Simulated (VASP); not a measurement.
A run of VASP 6.6.1 is set up as follows.

INCAR

```
PREC = Accurate
ENCUT = 600
EDIFF = 1E-6
ISMEAR = 0
SIGMA = 0.1
LREAL = F
LASPH = T
NELM = 80
ALGO = Normal
ISIF = 3
LWAVE = F
LCHARG = F
GGA = PS
IBRION = 2
NSW = 80
EDIFFG = -0.01
```

KPOINTS

```
Automatic mesh
0
Gamma
  3 3 3
```

POSCAR

```
Ti5Si
1.0
    2.5228393509      1.4565619783      4.4409048145
   -2.5228393509      1.4565619783      4.4409048145
    0.0000000000     -2.9131239567      4.4409048145
Ti Si
5 1
Direct
    0.1514396700      0.1514396700      0.1514396700
    0.6053500000      0.3946500000      0.0000000000
    0.0000000000      0.6053500000      0.3946500000
    0.8485603300      0.8485603300      0.8485603300
    0.3946500000      0.0000000000      0.6053500000
    0.5000000000      0.5000000000      0.5000000000
```

Potentials or basis: VASP PAW PBE potentials, release 64 (Ti_sv, Si).

Command:

```console
$ cat potpaw_PBE.64/Ti_sv/POTCAR potpaw_PBE.64/Si/POTCAR > POTCAR
$ mpirun -np 1 vasp_std > vasp.out
```

(1) Predict the band gap on the k mesh.

(2) What does it give for the relaxed cell?

Answers

(1) zero (bands 32 and 33 overlap by 0.17 eV).

(2) a = 5.247 Å, b = 5.247 Å, c = 5.247 Å, α = 56.56°, β = 56.56°, γ = 56.56°.

Caveat: the k points lie up to 0.51 Å⁻¹ apart in the final cell.
